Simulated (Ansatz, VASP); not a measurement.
One calculation of HfO2, two programs

INCAR

```
ALGO = Normal
EDIFF = 1E-7
ENCUT = 520
GGA = PE
ISIF = 2
ISMEAR = 0
LASPH = T
LCHARG = F
LREAL = F
LWAVE = F
NBANDS = 18
NELM = 100
PREC = Accurate
SIGMA = 0.05
```

File KPOINTS:

```
k-points
0
Gamma
  8 8 8
```

POSCAR

```
HfO2
1.0
    0.0000000000      2.4935625000      2.6853750000
    2.4935625000      0.0000000000      2.6853750000
    2.4935625000      2.4935625000      0.0000000000
Hf O
1 2
Direct
    0.0000000000      0.0000000000      0.0000000000
    0.2500000000      0.2500000000      0.2500000000
    0.7500000000      0.7500000000      0.7500000000
```

Input for Ansatz:

```yaml
crystal:
  lattice:
    - [0.0, 2.4935625, 2.685375]
    - [2.4935625, 0.0, 2.685375]
    - [2.4935625, 2.4935625, 0.0]
  atoms:
    - { symbol: Hf, position: [0.0, 0.0, 0.0] }
    - { symbol: O, position: [0.25, 0.25, 0.25] }
    - { symbol: O, position: [0.75, 0.75, 0.75] }
basis:
  ecutwfc: 420
kpoints:
  mp_grid: { grid: [8, 8, 8] }
hamiltonian:
  xc: pbe
scf:
  occupations: { method: gaussian, width: 0.05 }
output:
  forces: true
  stress: true
  eigenvalues: true
```

Change from the starting cell: strain -0.025 along x and y, +0.050 along z, atoms carried along.

Alike in both runs: task single point; functional PBE; k mesh 8 × 8 × 8; occupations gaussian, width 0.05 eV; no spin polarisation.

|  | VASP | Ansatz |
| --- | --- | --- |
| version | VASP 6.6.1 | Ansatz 0.2.0 |
| potentials or method | VASP PAW PBE potentials, release 64 (Hf_pv, O), cutoff 520 eV | scalar-relativistic, plane waves, PAW |
| valence electrons in the cell | 22 | 38 |

VASP gave:

* gap on the k mesh at the Fermi level (eV): 2.87
* least direct gap on the mesh (eV): 3.20
* pressure (GPa): -5.4
* traceless stress, the component that is largest in VASP (GPa): -22.78

Task: Estimate Ansatz's values.

Result: gap on the k mesh at the Fermi level (eV): 2.88; least direct gap on the mesh (eV): 3.20; pressure (GPa): -1.8; traceless stress, the component that is largest in VASP (GPa): -22.39.

VASP's potentials hold 22 valence electrons a cell and Ansatz's 38, so a difference there can come from the potentials and not from the codes.

Neither program's run includes spin-orbit coupling.
